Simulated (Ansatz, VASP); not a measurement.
## Zr2Si3: VASP beside Ansatz

```
CELL_PARAMETERS angstrom
4.49252 0.00000 0.00000
-2.24626 3.89064 0.00000
0.00000 0.00000 5.25721
ATOMIC_POSITIONS crystal
Zr 0.66667 0.33333 0.50000
Zr 0.33333 0.66667 0.00000
Si 0.00000 0.00000 0.74968
Si 0.00000 0.00000 0.25032
Si 0.66667 0.33333 0.00000
```

Change from the starting cell: species swapped into the Fe3Ge2 type (P-6m2, No. 187).

Alike in both runs: task single point; functional PBE; k mesh 6 × 6 × 4; occupations gaussian, width 0.1 eV; collinear spin.

|  | VASP | Ansatz |
| --- | --- | --- |
| version | VASP 6.6.1 | Ansatz 0.2.0 |
| potentials or method | VASP PAW PBE potentials, release 64 (Zr_sv, Si), cutoff 520 eV | scalar-relativistic, plane waves, PAW |
| valence electrons in the cell | 36 | 36 |

```csv
,VASP,Ansatz,Ansatz less VASP
gap on the k mesh at the Fermi level (eV),none,none,-
pressure (GPa),0.1,0.0,-0.03
"traceless stress, the component that is largest in VASP (GPa)",-0.29,-0.28,+0.005
rms of the force components (eV/Å),0.014,0.014,0.0000
net moment per atom (μB),0.00,0.00,0.000
```

Atom by atom the forces differ by 0.000 eV/Å (rms over components). A gap of «none» marks a metal or a gap that the smearing closes. The functional is the same, so the differences come from potentials, cutoffs and numerics. Ansatz's warnings: seeded moment not kept.
